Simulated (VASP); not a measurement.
# RbAg2 (P4/mmm) in VASP: relaxation of cell and atoms with PBE

Aim: the relaxation of cell and atoms of RbAg2 with PBE.

Program: VASP 6.6.1. These are calculated values, not measurements. Logs are shortened: lines on timing, memory, paths and dates and some standing lists are left out, and cuts for length are marked.

**1. The cell of the first run**

The structure is tetragonal, space group P4/mmm (No. 123). The conventional cell has a = 4.770 Å, b = 4.770 Å, c = 5.407 Å, α = 90.00°, β = 90.00°, γ = 90.00°. Within 4.8 Å of Rb (site symmetry 4/mmm) lie 8 Ag at 3.64 Å and 4 Rb at 4.77 Å. Within 3.5 Å of Ag (site symmetry 4mm) lie 2 Ag at 2.69 to 2.72 Å.

**2. Relaxation of cell and atoms, PBE**

INCAR

```
SYSTEM = RbAg2
PREC = Accurate
ENCUT = 600
EDIFF = 1E-6
ISMEAR = 0
SIGMA = 0.1
LREAL = .False.
LASPH = .True.
NELM = 100
ALGO = Normal
ISIF = 3
LWAVE = .False.
LCHARG = .False.
GGA = PE
IBRION = 2
NSW = 100
EDIFFG = -0.01
```

KPOINTS

```
Automatic mesh
0
Gamma
  10 10 10
  0 0 0
```

POSCAR

```
RbAg2
1.0
    4.7697538599      0.0000000000      0.0000000000
    0.0000000000      4.7697538599      0.0000000000
    0.0000000000      0.0000000000      5.4071863713
Rb Ag
1 2
Direct
    0.5000000000      0.5000000000      0.0000000000
    0.0000000000      0.0000000000      0.7484745991
    0.0000000000      0.0000000000      0.2515254009
```

Potentials or basis: VASP PAW PBE potentials, release 64 (Rb_sv, Ag).

Started as:

```
$ cat potpaw_PBE.64/Rb_sv/POTCAR potpaw_PBE.64/Ag/POTCAR > POTCAR
$ mpirun -np 1 vasp_std > vasp.out
```

OUTCAR:

```text
SYSTEM = RbAg2
   PREC = Accurate
   ENCUT = 600
   EDIFF = 1E-6
   ISMEAR = 0
   LREAL = .False.
   LASPH = .True.
   NELM = 100
   ISIF = 3
   GGA = PE
   IBRION = 2
   NSW = 100
   EDIFFG = -0.01

 ion  position               nearest neighbor table
   1  0.500  0.500  0.000-   2 3.64   3 3.64   2 3.64   3 3.64   2 3.64   3 3.64   2 3.64   3 3.64

   2  0.000  0.000  0.748-   3 2.69   3 2.72   1 3.64   1 3.64   1 3.64   1 3.64
   3  0.000  0.000  0.252-   2 2.69   2 2.72   1 3.64   1 3.64   1 3.64   1 3.64

  LATTYP: Found a simple tetragonal cell.
 ALAT       =     4.7697538599
 C/A-ratio  =     1.1336405463

  Lattice vectors:

 A1 = (   4.7697538599,   0.0000000000,   0.0000000000)
 A2 = (   0.0000000000,   4.7697538599,   0.0000000000)
 A3 = (   0.0000000000,   0.0000000000,   5.4071863713)

Analysis of symmetry for initial positions (statically):
=====================================================================
 Subroutine PRICEL returns:
 Original cell was already a primitive cell.

 Routine SETGRP: Setting up the symmetry group for a
 simple tetragonal supercell.

 Subroutine GETGRP returns: Found 16 space group operations
 (whereof 16 operations were pure point group operations)
 out of a pool of 16 trial point group operations.

The static configuration has the point symmetry D_4h.

Analysis of symmetry for dynamics (positions and initial velocities):
=====================================================================
 Subroutine PRICEL returns:
 Original cell was already a primitive cell.

 Routine SETGRP: Setting up the symmetry group for a
 simple tetragonal supercell.

 Subroutine GETGRP returns: Found 16 space group operations
 (whereof 16 operations were pure point group operations)
 out of a pool of 16 trial point group operations.

The dynamic configuration has the point symmetry D_4h.

 Subroutine INISYM returns: Found 16 space group operations
 (whereof 16 operations are pure point group operations),
 and found     1 'primitive' translations

----------------------------------------------------------------------------------------

                                     Primitive cell

  volume of cell :     123.0165

  direct lattice vectors                    reciprocal lattice vectors
     4.769753860  0.000000000  0.000000000     0.209654424  0.000000000  0.000000000
     0.000000000  4.769753860  0.000000000     0.000000000  0.209654424  0.000000000
     0.000000000  0.000000000  5.407186371     0.000000000  0.000000000  0.184939067

  length of vectors
     4.769753860  4.769753860  5.407186371     0.209654424  0.209654424  0.184939067

  position of ions in fractional coordinates (direct lattice)
     0.500000000  0.500000000  0.000000000
     0.000000000  0.000000000  0.748474599
     0.000000000  0.000000000  0.251525401

  ion indices of the primitive-cell ions
   primitive index   ion index
                 1           1
                 2           2
                 3           3

----------------------------------------------------------------------------------------

 KPOINTS: Automatic mesh

Automatic generation of k-mesh.
 Grid dimensions read from file:
 generate k-points for:   10   10   10

 Generating k-lattice:

  Cartesian coordinates                     Fractional coordinates (reciprocal lattice)
     0.020965442  0.000000000  0.000000000     0.100000000  0.000000000  0.000000000
     0.000000000  0.020965442  0.000000000     0.000000000  0.100000000  0.000000000
     0.000000000  0.000000000  0.018493907     0.000000000  0.000000000  0.100000000

  Length of vectors
     0.020965442  0.020965442  0.018493907

  Shift w.r.t. Gamma in fractional coordinates (k-lattice)
     0.000000000  0.000000000  0.000000000

 Subroutine IBZKPT returns following result:
 ===========================================

 Found    126 irreducible k-points:

 Following reciprocal coordinates:
            Coordinates               Weight
  0.000000  0.000000  0.000000      1.000000
  0.100000  0.000000  0.000000      4.000000
  0.200000  0.000000  0.000000      4.000000
  0.300000  0.000000  0.000000      4.000000
  0.400000  0.000000  0.000000      4.000000
  0.500000  0.000000  0.000000      2.000000
[... 16 lines left out ...]
  0.100000  0.000000  0.100000      8.000000
  0.200000  0.000000  0.100000      8.000000
 [... further k-points ...]
   k-points           NKPTS =    126   k-points in BZ     NKDIM =    126   number of bands    NBANDS=     19
   number of dos      NEDOS =    301   number of ions     NIONS =      3
   total plane-waves  NPLWV =  76800
   dimension x,y,z NGX =    40 NGY =   40 NGZ =   48
   dimension x,y,z NGXF=    80 NGYF=   80 NGZF=   96
   ions per type =               1   2
   NGX,Y,Z   is equivalent  to a cutoff of  13.94, 13.94, 14.76 a.u.
   NGXF,Y,Z  is equivalent  to a cutoff of  27.88, 27.88, 29.52 a.u.
 SYSTEM =  RbAg2
   PREC   = accura    normal or accurate (medium, high low for compatibility)
   ISTART =      0    job   : 0-new  1-cont  2-samecut
   ICHARG =      2    charge: 1-file 2-atom 10-const
   ISPIN  =      1    spin polarized calculation?
   LNONCOLLINEAR =      F non collinear calculations
   LSORBIT =      F    spin-orbit coupling
   LASPH  =      T    aspherical Exc in radial PAW
   ENCUT  =  600.0 eV  44.10 Ry    6.64 a.u.   9.53  9.53 10.80*2*pi/ulx,y,z
   NELM   =    100;   NELMIN=  2; NELMDL= -5     # of ELM steps
   EDIFF  = 0.1E-05   stopping-criterion for ELM
   LREAL  =      F    real-space projection
   EDIFFG = -.1E-01   stopping-criterion for IOM
   NSW    =    100    number of steps for IOM
   IBRION =      2    ionic relax: 0-MD 1-quasi-New 2-CG
   NFREE  =      1    steps in history (QN), initial steepest desc. (CG)
   ISIF   =      3    stress and relaxation
   ISYM   =      2    0-nonsym 1-usesym 2-fastsym
   POTIM  = 0.5000    time-step for ionic-motion
   TEBEG  =    0.0;   TEEND  =   0.0 temperature during run
   PSTRESS=    0.0 pullay stress
   NELECT =      31.0000    total number of electrons
   NUPDOWN=      -1.0000    fix difference up-down
   EMIN   =  10.00;   EMAX   =-10.00  energy-range for DOS
   EFERMI =   0.00;   METHOD = LEGACY
   ISMEAR =     0;   SIGMA  =   0.10  broadening in eV -4-tet -1-fermi 0-gaus
   EFERMI_NEDOS =   21; number of points for ismear=-14 and -15
   IALGO  =     38    algorithm
   IMIX   =      4    mixing-type and parameters
     AMIX     =   0.40;   BMIX     =  1.00
     AMIX_MAG =   1.60;   BMIX_MAG =  1.00
  volume/ion in A,a.u.               =      41.01       276.72
  Fermi-wavevector in a.u.,A,eV,Ry     =   1.034049  1.954069 14.548119  1.069257
  Thomas-Fermi vector in A             =   2.168325
   LORBIT       =      0    0 simple, 1 ext, 2 COOP (PROOUT), +10 PAW based schemes
   GGA     = PE    functional components
   LHFCALC =     F    Hartree Fock is set to
   AEXX    =    0.0000 exact exchange contribution
   IVDW    =     0    specifies the selected vdW correction
   LEPSILON=     F    determine dielectric tensor
   LRPA    =     F    only Hartree local field effects (RPA)
 conjugate gradient relaxation of ions
 non-spin polarized calculation
 Gauss-broadening in eV      SIGMA  =   0.10
  energy-cutoff  :      600.00
  volume of cell :      123.02
 maximum number of plane-waves:      4150
 NGX is ok and might be reduce to    40
   NGX = 19   NGY = 19   NGZ = 21

--------------------------------------- Ionic step        1  -------------------------------------------

 number of electron      30.9999994 magnetization

 Free energy of the ion-electron system (eV)
  ---------------------------------------------------
  ext. energy  EPLUGINS =         0.00000000
  ---------------------------------------------------
  free energy    TOTEN  =        -5.66924755 eV

  energy without entropy =       -5.66529216  energy(sigma->0) =       -5.66726985

------------------------ aborting loop because EDIFF is reached ----------------------------------------

  FORCE on cell =-STRESS in cart. coord.  units (eV):
  Direction    XX          YY          ZZ          XY          YZ          ZX
  --------------------------------------------------------------------------------------
  -------------------------------------------------------------------------------------
  Total        0.2854350      0.2854350     -0.2125654      0.0000000      0.0000000      0.0000000
  in kB        3.7175302      3.7175302     -2.7684707      0.0000000      0.0000000      0.0000000
  external PRESSURE =       1.5555299 kB  Pullay stress =       0.0000000 kB
[... 96 lines left out ...]
  energy  without entropy=       -5.6693469595  energy(sigma->0) =       -5.67142681

--------------------------------------- Ionic step        4  -------------------------------------------

 number of electron      31.0000001 magnetization

 Free energy of the ion-electron system (eV)
  ---------------------------------------------------
  ext. energy  EPLUGINS =         0.00000000
  ---------------------------------------------------
  free energy    TOTEN  =        -5.67450492 eV

  energy without entropy =       -5.67041529  energy(sigma->0) =       -5.67246010

 E-fermi :   1.4730     XC(G=0):  -7.3253

 val. band max:        1.4575194585   @ k =   0.4000   0.3000   0.3000
 cond. band min:       1.4794676443   @ k =   0.5000   0.0000   0.2000
 fundamental gap:      0.0219481858
 Fermi energy:         1.4729568570

 k-point     1 :       0.0000    0.0000    0.0000
  band No.  band energies     occupation
      1     -26.3648      2.00000
      2     -10.4994      2.00000
      3     -10.4282      2.00000
      4     -10.4282      2.00000
      5      -4.0299      2.00000
      6      -3.1397      2.00000
[... 11 lines left out ...]
     18       4.8010      0.00000
     19       4.8010      0.00000
[... 489 lines left out ...]
      3     -10.4624      2.00000
      4     -10.4261      2.00000
      5      -3.9547      2.00000
      6      -3.1358      2.00000
[... 11 lines left out ...]
     18       4.6419      0.00000
     19       5.0806      0.00000

 [... further k-points ...]
[... 5 lines left out ...]
  --------------------------------------------------------------------------------------
  -------------------------------------------------------------------------------------
  Total        0.0264783      0.0264783      0.0140481      0.0000000      0.0000000      0.0000000
  in kB        0.3363488      0.3363488      0.1784506      0.0000000      0.0000000      0.0000000
  external PRESSURE =       0.2837161 kB  Pullay stress =       0.0000000 kB
[... 18 lines left out ...]
  FREE ENERGIE OF THE ION-ELECTRON SYSTEM (eV)
  ---------------------------------------------------
  free  energy   TOTEN  =        -5.6745049166 eV

  energy  without entropy=       -5.6704152922  energy(sigma->0) =       -5.67246010

 reached required accuracy - stopping structural energy minimisation
```

Wall time 10 min (1 thread of Intel Xeon Platinum 8488C (Sapphire Rapids), shared host); peak memory 0.54 GiB.

Results:

- Free energy: -5.6745 eV
- Relaxed volume: 42.04 Å³/atom
- Relaxed cell: a = 4.842 Å, b = 4.842 Å, c = 5.380 Å, α = 90.00°, β = 90.00°, γ = 90.00°
- Space group after relaxing (to 0.05 Å): P4/mmm (No. 123)
- Energy gained by relaxing: 1.8 meV/atom
- Ionic steps: 4
- Pressure after relaxing: 0.0 GPa
- Largest force after relaxing: 0.004 eV/Å

Forces in eV/Å, atoms in the order of the input:
```
Rb   0.000  0.000  0.000
Ag   0.000  0.000  0.004
Ag   0.000  0.000 -0.004
```

The path:
| step | energy change (eV) | largest force (eV/Å) | pressure (GPa) | volume (Å³) |
| --- | --- | --- | --- | --- |
| 1 | 0.0000 | 0.0012 | 0.16 | 123.02 |
| 2 | -0.0027 | 0.0117 | 0.16 | 123.72 |
| 3 | -0.0043 | 0.0253 | 0.18 | 124.72 |
| 4 | -0.0053 | 0.0043 | 0.03 | 126.13 |

Final structure:
```cif
data_structure
_symmetry_space_group_name_H-M 'P 1'
_symmetry_Int_Tables_number 1
_cell_length_a 4.8418
_cell_length_b 4.8418
_cell_length_c 5.3803
_cell_angle_alpha 90.000
_cell_angle_beta 90.000
_cell_angle_gamma 90.000
_cell_volume 126.13
loop_
_atom_site_label
_atom_site_type_symbol
_atom_site_fract_x
_atom_site_fract_y
_atom_site_fract_z
_atom_site_occupancy
Rb1 Rb 0.50000 0.50000 0.00000 1
Ag1 Ag 0.00000 0.00000 0.74880 1
Ag2 Ag 0.00000 0.00000 0.25120 1
```
